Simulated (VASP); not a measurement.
Set up this calculation in VASP 6.6.1, as the native input.

* Task: single point
* Functional: PBE
* Potentials or basis: VASP PAW PBE potentials, release 64 (Ti_sv, Al)
* Cutoff: 520 eV
* k mesh: 12 × 12 × 12
* Occupations: gaussian, width 0.1 eV
* Spin: collinear spin
* Starting moments: [0.27, 0.27, 1.13, 0.0] μB
* Dipole correction: no
* Further INCAR settings: ALGO = Normal; EDIFF = 1e-07; NBANDS = 32

The structure of Ti3Al lies in POSCAR:

```
Ti3Al
1.0
    0.0000000000      3.1979746324      3.1979746324
    3.1979746324      0.0000000000      3.1979746324
    3.1979746324      3.1979746324      0.0000000000
Ti Al
3 1
Direct
    0.7500000000      0.7500000000      0.7500000000
    0.2500000000      0.2500000000      0.2500000000
    0.0000000000      0.0000000000      0.0000000000
    0.5000000000      0.5000000000      0.5000000000
```

One way to write it, as run:

INCAR

```
PREC     = Accurate       # precision mode
ENCUT    = 520            # plane-wave cutoff, eV
EDIFF    = 1E-7           # SCF threshold, eV
ISMEAR   = 0              # smearing method
SIGMA    = 0.1            # smearing width, eV
LREAL    = False          # projectors in reciprocal space
LASPH    = True           # aspherical terms in the spheres
NELM     = 150            # most SCF steps
ALGO     = Normal         # electronic algorithm
ISIF     = 2              # what is computed and relaxed
LWAVE    = False          # write WAVECAR
LCHARG   = False          # write CHGCAR
ISPIN    = 2              # spin polarisation
MAGMOM   = 0.27 0.27 1.13 0 # initial moments
LORBIT   = 11             # projections on sites
LMAXMIX  = 4              # l up to which the mixer works
GGA      = PE             # functional
NBANDS   = 32             # bands
```

KPOINTS

```
Automatic mesh
0
Gamma
  12 12 12
```

Potentials or basis: VASP PAW PBE potentials, release 64 (Ti_sv, Al).

The run is started by

```bash
$ cat potpaw_PBE.64/Ti_sv/POTCAR potpaw_PBE.64/Al/POTCAR > POTCAR
$ mpirun -np 1 vasp_std > vasp.out
```

Results of the run:

```
Pressure                                              : 3.3 GPa
Net moment                                            : 1.83 μB per cell
Site moments                                          : Ti +0.21, +0.98 (each value once); Al -0.02 μB
Valence electrons inside the program's atomic spheres : Ti 10.27, 10.35 (each value once); Al 0.84
```

Caveat: the cell stands under pressure.

It took 10 min on 1 thread of Oxide Virtual Turin-like Processor, with other jobs on the host, peak memory 0.35 GiB.
